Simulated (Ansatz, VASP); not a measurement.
## AlP in VASP and in Ansatz

```
Al P
1.0
     0.00000    2.79285    2.79285
     2.79285    0.00000    2.79285
     2.79285    2.79285    0.00000
Al P
1 1
Cartesian
  0.0000 0.0000 0.0000
  1.3964 1.3964 1.3964
```

Alike in both runs: functional r2SCAN; k mesh 10 × 10 × 10; occupations fermi-dirac, width 0.02 eV; no spin polarisation.

Ansatz relaxed the structure, and its values are those at the end. VASP's run is a single point on that final structure, the one shown.

```csv
,VASP,Ansatz
version,VASP 6.6.1,Ansatz 0.2.0
potentials or method,"VASP PAW PBE potentials, release 64 (Al, P), cutoff 550 eV",PAW plane waves
valence electrons in the cell,8,8
```

```tsv
	VASP	Ansatz	Ansatz less VASP
gap on the k mesh at the Fermi level (eV)	2.03	2.02	-0.004
pressure (GPa)	-4.9	-4.7	+0.26
```

VASP's potentials were made for PBE, not for r2SCAN. Ansatz's warnings: stress scf threshold loose.
